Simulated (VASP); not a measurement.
Here is a VASP 6.6.1 calculation.

Contents of INCAR:

```
SYSTEM = TiSi16
PREC = Accurate
ENCUT = 520
EDIFF = 1E-6
ISMEAR = 0
SIGMA = 0.02
LREAL = Auto
LASPH = .True.
NELM = 60
ALGO = Normal
ISIF = 2
LWAVE = .False.
LCHARG = .False.
GGA = PE
NBANDS = 52
```

File KPOINTS:

```
Automatic mesh
0
Gamma
  2 2 2
  0 0 0
```

POSCAR

```
TiSi16
1.0
    0.0000000000      5.4300000000      5.4300000000
    5.4300000000      0.0000000000      5.4300000000
    5.4300000000      5.4300000000      0.0000000000
Si Ti
16 1
Direct
    0.0013011050     -0.0017944751      0.0012484346
    0.1340232965      0.1268240331      0.1230067219
    0.0118525783     -0.0059719153      0.4967151934
    0.1338595764      0.1234518416      0.6187319521
    0.0113519337      0.4992850829     -0.0108721915
    0.1335729282      0.6155526703      0.1230290976
    0.0117616022      0.4968389503      0.4966779926
    0.1339036832      0.6234047882      0.6185900552
    0.5148513812      0.0039589319      0.0001206262
    0.6394541436      0.1184081031      0.1241279926
    0.5162940147     -0.0014291897      0.4861137201
    0.6381059853      0.1265892265      0.6191446593
    0.5142608656      0.4812376611     -0.0002829650
    0.6375828729      0.6197810313      0.1224922652
    0.5044969613      0.4992126151      0.4963612339
    0.6380782689      0.6158311234      0.6187337017
    0.3876418969      0.8697658379      0.8726304788
```

Potentials or basis: VASP PAW PBE potentials, release 64 (Si, Ti_sv).

Command:

```bash
$ cat potpaw_PBE.64/Si/POTCAR potpaw_PBE.64/Ti_sv/POTCAR > POTCAR
$ mpirun -np 1 vasp_std > vasp.out
```

(1) Predict the pressure.

(2) Predict the band gap on the k mesh.

## Answers

(1) 4.0 GPa.

(2) zero (band 38 reaches 6.96 eV, above the bottom of band 39 at 6.56 eV).

Caveat: the k points lie up to 0.50 Å⁻¹ apart.
